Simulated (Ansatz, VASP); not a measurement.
V in VASP and in Ansatz

File INCAR:

```
SYSTEM = V
ALGO = Normal ; EDIFF = 1E-7
EDIFFG = -0.05 ; ENCUT = 500
GGA = PE ; GGA_COMPAT = .False.
IBRION = 2 ; ISIF = 3
ISMEAR = 0 ; LASPH = .True.
LCHARG = .False. ; LREAL = .False.
LWAVE = .False. ; NELM = 120
NELMIN = 4 ; NSW = 80
PREC = Accurate ; SIGMA = 0.1
```

The input KPOINTS:

```
k-points
0
Gamma
  8 8 8
  0 0 0
```

Contents of POSCAR:

```
V
1.0
    0.0000000000      1.9935421882      1.9935421882
    1.9935421882      0.0000000000      1.9935421882
    1.9935421882      1.9935421882      0.0000000000
V
1
Direct
    0.0000000000      0.0000000000      0.0000000000
```

Input for Ansatz:

```yaml
crystal:
  lattice:
    - [0.0, 1.9935421882, 1.9935421882]
    - [1.9935421882, 0.0, 1.9935421882]
    - [1.9935421882, 1.9935421882, 0.0]
  atoms:
    - { symbol: V, position: [0.0, 0.0, 0.0] }
basis:
  ecutwfc: 420
kpoints:
  mp_grid: { grid: [8, 8, 8] }
hamiltonian:
  xc: pbe
scf:
  occupations: { method: gaussian, width: 0.1 }
output:
  forces: true
  stress: true
  eigenvalues: true
relax:
  adjacent_minimum: "off"
  f_tol: 0.05
  max_steps: 60
  cell: { stress_tol: 0.5 }
```

Alike in both runs: task relaxation of cell and atoms; functional PBE; k mesh 8 × 8 × 8; occupations gaussian, width 0.1 eV; no spin polarisation.

|  | VASP | Ansatz |
| --- | --- | --- |
| version | VASP 6.6.1 | Ansatz 0.2.0 |
| potentials or method | VASP PAW PBE potentials, release 64 (V_sv), cutoff 500 eV | scalar-relativistic, plane waves, PAW |
| valence electrons in the cell | 13 | 13 |

|  | VASP | Ansatz | Ansatz less VASP |
| --- | --- | --- | --- |
| gap on the k mesh at the Fermi level, each at its own relaxed structure (eV) | none | none | - |
| relaxed volume (Å³/atom) | 13.96 | 13.93 | -0.024 |
| relaxed cell length with the largest relative difference (Å) | 2.703 | 2.701 | -0.0015 |

A gap of «none» marks a metal or a gap that the smearing closes.
